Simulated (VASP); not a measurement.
# LiHf3Si (Pm-3m) in VASP: a series of runs

The runs below take LiHf3Si through single point, relaxation of cell and atoms, with PBE.

Program: VASP 6.6.1. These are calculated values, not measurements. Logs are shortened: lines on timing, memory, paths and dates and some standing lists are left out, and cuts for length are marked.

## (1) The cell of the first run

Symmetry: Pm-3m, No. 221, cubic system. Conventional cell: a = 4.952 Å, b = 4.952 Å, c = 4.952 Å, α = 90.00°, β = 90.00°, γ = 90.00°. Within 4.6 Å of Li (site symmetry m-3m) lie 12 Hf at 3.50 Å and 8 Si at 4.29 Å. Within 3.3 Å of Hf (site symmetry 4/mmm) lie 2 Si at 2.48 Å. Within 3.3 Å of Si (site symmetry m-3m) lie 6 Hf at 2.48 Å.

## (2) Single point, PBE

Input file INCAR:

```
SYSTEM = LiHf3Si
ALGO = Normal ; EDIFF = 1E-6
ENCUT = 520 ; GGA = PE
ISIF = 2 ; ISMEAR = 0
LASPH = .True. ; LCHARG = .True.
LELF = .True. ; LREAL = .False.
LVHAR = .True. ; LWAVE = .False.
NBANDS = 26 ; NELM = 80
PREC = Accurate ; SIGMA = 0.1
```

Input file KPOINTS:

```
k-points
0
Gamma
  8 8 8
  0 0 0
```

Input file POSCAR:

```
LiHf3Si
1.0
    4.9517567667      0.0000000000      0.0000000000
    0.0000000000      4.9517567667      0.0000000000
    0.0000000000      0.0000000000      4.9517567667
Li Hf Si
1 3 1
Direct
    0.0000000000      0.0000000000      0.0000000000
    0.0000000000      0.5000000000      0.5000000000
    0.5000000000      0.0000000000      0.5000000000
    0.5000000000      0.5000000000      0.0000000000
    0.5000000000      0.5000000000      0.5000000000
```

Potentials or basis: VASP PAW PBE potentials, release 64 (Li_sv, Hf_pv, Si).

Started as:

```bash
> cat potpaw_PBE.64/Li_sv/POTCAR potpaw_PBE.64/Hf_pv/POTCAR potpaw_PBE.64/Si/POTCAR > POTCAR
> mpirun -np 1 vasp_std > vasp.out
```

OUTCAR:

```text
SYSTEM = LiHf3Si
   EDIFF = 1E-6
   ENCUT = 520
   GGA = PE
   ISIF = 2
   ISMEAR = 0
   LASPH = .True.
   LREAL = .False.
   NELM = 80
   PREC = Accurate

 ion  position               nearest neighbor table
   1  0.000  0.000  0.000-
   2  0.000  0.500  0.500-   5 2.48   5 2.48   3 3.50   4 3.50   3 3.50   3 3.50   4 3.50   4 3.50
                             4 3.50   3 3.50
   3  0.500  0.000  0.500-   5 2.48   5 2.48   2 3.50   4 3.50   2 3.50   4 3.50   4 3.50   4 3.50
                             2 3.50   2 3.50
   4  0.500  0.500  0.000-   5 2.48   5 2.48   2 3.50   2 3.50   3 3.50   3 3.50   3 3.50   3 3.50
                             2 3.50   2 3.50
   5  0.500  0.500  0.500-   2 2.48   3 2.48   4 2.48   4 2.48   3 2.48   2 2.48

  LATTYP: Found a simple cubic cell.
 ALAT       =     4.9517567667

  Lattice vectors:

 A1 = (   4.9517567667,   0.0000000000,   0.0000000000)
 A2 = (   0.0000000000,   4.9517567667,   0.0000000000)
 A3 = (   0.0000000000,   0.0000000000,   4.9517567667)

Analysis of symmetry for initial positions (statically):
=====================================================================
 Subroutine PRICEL returns:
 Original cell was already a primitive cell.

 Routine SETGRP: Setting up the symmetry group for a
 simple cubic supercell.

 Subroutine GETGRP returns: Found 48 space group operations
 (whereof 48 operations were pure point group operations)
 out of a pool of 48 trial point group operations.

The static configuration has the point symmetry O_h .

Analysis of symmetry for dynamics (positions and initial velocities):
=====================================================================
 Subroutine PRICEL returns:
 Original cell was already a primitive cell.

 Routine SETGRP: Setting up the symmetry group for a
 simple cubic supercell.

 Subroutine GETGRP returns: Found 48 space group operations
 (whereof 48 operations were pure point group operations)
 out of a pool of 48 trial point group operations.

The dynamic configuration has the point symmetry O_h .

 Subroutine INISYM returns: Found 48 space group operations
 (whereof 48 operations are pure point group operations),
 and found     1 'primitive' translations

----------------------------------------------------------------------------------------

                                     Primitive cell

  volume of cell :     121.4166

  direct lattice vectors                    reciprocal lattice vectors
     4.951756767  0.000000000  0.000000000     0.201948530  0.000000000  0.000000000
     0.000000000  4.951756767  0.000000000     0.000000000  0.201948530  0.000000000
     0.000000000  0.000000000  4.951756767     0.000000000  0.000000000  0.201948530

  length of vectors
     4.951756767  4.951756767  4.951756767     0.201948530  0.201948530  0.201948530

  position of ions in fractional coordinates (direct lattice)
     0.000000000  0.000000000  0.000000000
     0.000000000  0.500000000  0.500000000
     0.500000000  0.000000000  0.500000000
     0.500000000  0.500000000  0.000000000
     0.500000000  0.500000000  0.500000000

  ion indices of the primitive-cell ions
   primitive index   ion index
                 1           1
                 2           2
                 3           3
                 4           4
                 5           5

----------------------------------------------------------------------------------------

 KPOINTS: k-points

Automatic generation of k-mesh.
 Grid dimensions read from file:
 generate k-points for:    8    8    8

 Generating k-lattice:

  Cartesian coordinates                     Fractional coordinates (reciprocal lattice)
     0.025243566  0.000000000  0.000000000     0.125000000  0.000000000  0.000000000
     0.000000000  0.025243566  0.000000000     0.000000000  0.125000000  0.000000000
     0.000000000  0.000000000  0.025243566     0.000000000  0.000000000  0.125000000

  Length of vectors
     0.025243566  0.025243566  0.025243566

  Shift w.r.t. Gamma in fractional coordinates (k-lattice)
     0.000000000  0.000000000  0.000000000

 Subroutine IBZKPT returns following result:
 ===========================================

 Found     35 irreducible k-points:

 Following reciprocal coordinates:
            Coordinates               Weight
  0.000000  0.000000  0.000000      1.000000
  0.125000  0.000000  0.000000      6.000000
  0.250000  0.000000  0.000000      6.000000
  0.375000  0.000000  0.000000      6.000000
  0.500000  0.000000  0.000000      3.000000
  0.125000  0.125000  0.000000     12.000000
[... 16 lines left out ...]
  0.375000  0.375000  0.125000     24.000000
  0.500000  0.375000  0.125000     24.000000
 [... further k-points ...]
   k-points           NKPTS =     35   k-points in BZ     NKDIM =     35   number of bands    NBANDS=     26
   number of dos      NEDOS =    301   number of ions     NIONS =      5
   total plane-waves  NPLWV =  64000
   dimension x,y,z NGX =    40 NGY =   40 NGZ =   40
   dimension x,y,z NGXF=    80 NGYF=   80 NGZF=   80
   ions per type =               1   3   1
   NGX,Y,Z   is equivalent  to a cutoff of  13.43, 13.43, 13.43 a.u.
   NGXF,Y,Z  is equivalent  to a cutoff of  26.86, 26.86, 26.86 a.u.
 SYSTEM =  LiHf3Si
   PREC   = accura    normal or accurate (medium, high low for compatibility)
   ISTART =      0    job   : 0-new  1-cont  2-samecut
   ICHARG =      2    charge: 1-file 2-atom 10-const
   ISPIN  =      1    spin polarized calculation?
   LNONCOLLINEAR =      F non collinear calculations
   LSORBIT =      F    spin-orbit coupling
   LASPH  =      T    aspherical Exc in radial PAW
   ENCUT  =  520.0 eV  38.22 Ry    6.18 a.u.   9.21  9.21  9.21*2*pi/ulx,y,z
   NELM   =     80;   NELMIN=  2; NELMDL= -5     # of ELM steps
   EDIFF  = 0.1E-05   stopping-criterion for ELM
   LREAL  =      F    real-space projection
   EDIFFG = 0.1E-04   stopping-criterion for IOM
   NSW    =      0    number of steps for IOM
   IBRION =     -1    ionic relax: 0-MD 1-quasi-New 2-CG
   NFREE  =      0    steps in history (QN), initial steepest desc. (CG)
   ISIF   =      2    stress and relaxation
   ISYM   =      2    0-nonsym 1-usesym 2-fastsym
   POTIM  = 0.5000    time-step for ionic-motion
   TEBEG  =    0.0;   TEEND  =   0.0 temperature during run
   PSTRESS=    0.0 pullay stress
   NELECT =      37.0000    total number of electrons
   NUPDOWN=      -1.0000    fix difference up-down
   EMIN   =  10.00;   EMAX   =-10.00  energy-range for DOS
   EFERMI =   0.00;   METHOD = LEGACY
   ISMEAR =     0;   SIGMA  =   0.10  broadening in eV -4-tet -1-fermi 0-gaus
   EFERMI_NEDOS =   21; number of points for ismear=-14 and -15
   IALGO  =     38    algorithm
   IMIX   =      4    mixing-type and parameters
     AMIX     =   0.40;   BMIX     =  1.00
     AMIX_MAG =   1.60;   BMIX_MAG =  1.00
  volume/ion in A,a.u.               =      24.28       163.87
  Fermi-wavevector in a.u.,A,eV,Ry     =   1.101665  2.081844 16.512916  1.213665
  Thomas-Fermi vector in A             =   2.238095
   LORBIT       =      0    0 simple, 1 ext, 2 COOP (PROOUT), +10 PAW based schemes
   GGA     = PE    functional components
   LHFCALC =     F    Hartree Fock is set to
   AEXX    =    0.0000 exact exchange contribution
   IVDW    =     0    specifies the selected vdW correction
   LEPSILON=     F    determine dielectric tensor
   LRPA    =     F    only Hartree local field effects (RPA)
 non-spin polarized calculation
 Gauss-broadening in eV      SIGMA  =   0.10
  energy-cutoff  :      520.00
  volume of cell :      121.42
 maximum number of plane-waves:      3328
 NGX is ok and might be reduce to    40
   NGX = 19   NGY = 19   NGZ = 19

 number of electron      37.0000000 magnetization

 Free energy of the ion-electron system (eV)
  ---------------------------------------------------
  ext. energy  EPLUGINS =         0.00000000
  ---------------------------------------------------
  free energy    TOTEN  =       -35.04129097 eV

  energy without entropy =      -35.01524139  energy(sigma->0) =      -35.02826618

 E-fermi :   2.9259     XC(G=0):  -9.6213

 val. band max:        2.9127276528   @ k =   0.2500   0.1250   0.1250
 cond. band min:       2.9288195740   @ k =   0.5000   0.5000   0.3750
 fundamental gap:      0.0160919212
 Fermi energy:         2.9258754520

 k-point     1 :       0.0000    0.0000    0.0000
  band No.  band energies     occupation
      1     -42.2383      2.00000
      2     -28.0039      2.00000
      3     -28.0039      2.00000
      4     -28.0039      2.00000
      5     -27.9129      2.00000
      6     -27.9129      2.00000
[... 18 lines left out ...]
     25       5.4879      0.00000
     26       7.1373      0.00000

 k-point     2 :       0.1250    0.0000    0.0000
  band No.  band energies     occupation
      1     -42.2383      2.00000
      2     -27.9998      2.00000
      3     -27.9998      2.00000
      4     -27.9978      2.00000
      5     -27.9140      2.00000
      6     -27.9140      2.00000
[... 18 lines left out ...]
     25       5.4234      0.00000
     26       7.4207      0.00000

 k-point     3 :       0.2500    0.0000    0.0000
  band No.  band energies     occupation
      1     -42.2383      2.00000
      2     -27.9885      2.00000
      3     -27.9885      2.00000
      4     -27.9806      2.00000
      5     -27.9178      2.00000
      6     -27.9178      2.00000
[... 18 lines left out ...]
     25       5.3401      0.00000
     26       6.5476      0.00000

 k-point     4 :       0.3750    0.0000    0.0000
  band No.  band energies     occupation
      1     -42.2383      2.00000
      2     -27.9745      2.00000
      3     -27.9745      2.00000
      4     -27.9579      2.00000
      5     -27.9238      2.00000
      6     -27.9238      2.00000
[... 18 lines left out ...]
     25       5.3167      0.00000
     26       5.6525      0.00000
[... 496 lines left out ...]
      1     -42.2383      2.00000
      2     -27.9869      2.00000
      3     -27.9823      2.00000
      4     -27.9589      2.00000
      5     -27.9278      2.00000
      6     -27.9091      2.00000
[... 18 lines left out ...]
     25       5.6410      0.00000
     26       6.0083      0.00000

 k-point    23 :       0.3750    0.3750    0.1250
  band No.  band energies     occupation
      1     -42.2383      2.00000
      2     -28.0025      2.00000
      3     -27.9795      2.00000
      4     -27.9580      2.00000
      5     -27.9322      2.00000
      6     -27.9081      2.00000
[... 18 lines left out ...]
     25       5.7123      0.00000
     26       6.1039      0.00000

 k-point    24 :       0.5000    0.3750    0.1250
  band No.  band energies     occupation
      1     -42.2383      2.00000
      2     -28.0034      2.00000
      3     -27.9794      2.00000
      4     -27.9594      2.00000
      5     -27.9422      2.00000
      6     -27.9060      2.00000
[... 18 lines left out ...]
     25       5.8119      0.00000
     26       6.3000      0.00000

 [... further k-points ...]
[... 5 lines left out ...]
  --------------------------------------------------------------------------------------
  -------------------------------------------------------------------------------------
  Total       -0.1098388     -0.1098388     -0.1098388     -0.0000000     -0.0000000      0.0000000
  in kB       -1.4494006     -1.4494006     -1.4494006     -0.0000000     -0.0000000      0.0000000
  external PRESSURE =      -1.4494006 kB  Pullay stress =       0.0000000 kB

 VOLUME and BASIS-vectors are now :
 -----------------------------------------------------------------------------
  energy-cutoff  :      520.00
  volume of cell :      121.42
      direct lattice vectors                 reciprocal lattice vectors
     4.951756767  0.000000000  0.000000000     0.201948530  0.000000000  0.000000000
     0.000000000  4.951756767  0.000000000     0.000000000  0.201948530  0.000000000
     0.000000000  0.000000000  4.951756767     0.000000000  0.000000000  0.201948530

 POSITION                                       TOTAL-FORCE (eV/Angst)
 -----------------------------------------------------------------------------------
      0.00000      0.00000      0.00000         0.000000      0.000000      0.000000
      0.00000      2.47588      2.47588         0.000000      0.000000      0.000000
      2.47588      0.00000      2.47588         0.000000      0.000000      0.000000
      2.47588      2.47588      0.00000         0.000000      0.000000      0.000000
      2.47588      2.47588      2.47588         0.000000      0.000000      0.000000
 -----------------------------------------------------------------------------------
    total drift:                                0.000000     -0.000000     -0.000000

  FREE ENERGIE OF THE ION-ELECTRON SYSTEM (eV)
  ---------------------------------------------------
  free  energy   TOTEN  =       -35.0412909710 eV

  energy  without entropy=      -35.0152413911  energy(sigma->0) =      -35.02826618
```

Wall time 72 s (1 thread of Oxide Virtual Turin-like, shared host); peak memory 0.27 GiB.

What came out:

* Free energy: -35.0413 eV
* Band gap on the k mesh: zero (an odd number of electrons rules out a gap without spin polarisation)

Levels at points of the mesh, in eV from the Fermi level:
```tsv
k point	band 17	band 18	band 19	band 20	band 21	band 22
(0.00, 0.00, 0.00)	-0.90	-0.67	-0.67	-0.67	2.14	2.14
(0.50, 0.00, 0.00)	-0.86	-0.41	-0.41	0.55	1.41	1.90
(0.50, 0.50, 0.00)	-0.53	0.19	0.33	0.33	1.05	1.29
(0.50, 0.50, 0.50)	0.24	0.24	0.98	0.98	0.98	1.20
```

Caveat: the cutoff is under 1.25 times the usual one of these potentials, so pressure, stress and relaxed cells hold a basis-set (Pulay) error; spin-orbit coupling is left out, which moves the levels of the heavy elements.

## (3) Relaxation of cell and atoms, PBE

This run uses another cell than the first one, of 24.20 Å³/atom.

Input file INCAR:

```
SYSTEM = LiHf3Si
PREC     = Accurate       ! precision mode
ENCUT    = 600            ! plane-wave cutoff, eV
EDIFF    = 1E-7           ! SCF threshold, eV
ISMEAR   = 0              ! smearing method
SIGMA    = 0.1            ! smearing width, eV
LREAL    = .False.        ! projectors in reciprocal space
LASPH    = .True.         ! aspherical terms in the spheres
NELM     = 100            ! most SCF steps
ALGO     = Fast           ! electronic algorithm
ISIF     = 3              ! what is computed and relaxed
LWAVE    = .False.        ! write WAVECAR
LCHARG   = .False.        ! write CHGCAR
GGA      = PE             ! functional
IBRION   = 2              ! ionic algorithm
NSW      = 100            ! ionic steps
EDIFFG   = -0.01          ! ionic threshold
```

Input file KPOINTS:

```
Automatic mesh
0
Gamma
  8 8 8
  0 0 0
```

Edit POSCAR of step 2 so:

```diff
@@ -2,5 +2,5 @@
 1.0
-    4.9517567667      0.0000000000      0.0000000000
-    0.0000000000      4.9517567667      0.0000000000
-    0.0000000000      0.0000000000      4.9517567667
+    4.9463578861      0.0000000000      0.0000000000
+    0.0000000000      4.9463578861      0.0000000000
+    0.0000000000      0.0000000000      4.9463578861
 Li Hf Si
```

Potentials or basis: VASP PAW PBE potentials, release 64 (Li_sv, Hf_pv, Si).

Started as:

```bash
> cat potpaw_PBE.64/Li_sv/POTCAR potpaw_PBE.64/Hf_pv/POTCAR potpaw_PBE.64/Si/POTCAR > POTCAR
> mpirun -np 1 vasp_std > vasp.out
```

Run time: 6.1 min. Hardware: 1 thread of Oxide Virtual Turin-like, shared host; peak memory 0.3 GiB.

It converged, with:

| Quantity | Value |
| --- | --- |
| Free energy | -35.0412 eV |
| Relaxed volume | 24.24 Å³/atom |
| Relaxed cell | a = 4.949 Å, b = 4.949 Å, c = 4.949 Å, α = 90.00°, β = 90.00°, γ = 90.00° |
| Space group after relaxing (to 0.1 Å) | Pm-3m (No. 221) |
| Energy gained by relaxing | 0.0 meV/atom |
| Ionic steps | 3 |
| Pressure after relaxing | 0.0 GPa |
| Band gap on the k mesh | zero (an odd number of electrons rules out a gap without spin polarisation) |

Final structure:
```cif
data_structure
_symmetry_space_group_name_H-M 'P 1'
_symmetry_Int_Tables_number 1
_cell_length_a 4.9486
_cell_length_b 4.9486
_cell_length_c 4.9486
_cell_angle_alpha 90.000
_cell_angle_beta 90.000
_cell_angle_gamma 90.000
_cell_volume 121.18
loop_
_atom_site_label
_atom_site_type_symbol
_atom_site_fract_x
_atom_site_fract_y
_atom_site_fract_z
_atom_site_occupancy
Li1 Li 0.00000 0.00000 0.00000 1
Hf1 Hf 0.00000 0.50000 0.50000 1
Hf2 Hf 0.50000 0.00000 0.50000 1
Hf3 Hf 0.50000 0.50000 0.00000 1
Si1 Si 0.50000 0.50000 0.50000 1
```

Levels at points of the mesh, in eV from the Fermi level:
| k point | band 16 | band 17 | band 18 | band 19 | band 20 | band 21 | band 22 |
| --- | --- | --- | --- | --- | --- | --- | --- |
| (0.00, 0.00, 0.00) | -0.90 | -0.90 | -0.66 | -0.66 | -0.66 | 2.15 | 2.15 |
| (0.50, 0.00, 0.00) | -1.07 | -0.86 | -0.42 | -0.42 | 0.55 | 1.41 | 1.90 |
| (0.50, 0.50, 0.00) | -0.53 | -0.53 | 0.19 | 0.33 | 0.33 | 1.06 | 1.29 |
| (0.50, 0.50, 0.50) | 0.24 | 0.24 | 0.24 | 0.98 | 0.98 | 0.98 | 1.20 |

Caveat: the cutoff is under 1.25 times the usual one of these potentials, so pressure, stress and relaxed cells hold a basis-set (Pulay) error; spin-orbit coupling is left out, which moves the levels of the heavy elements.
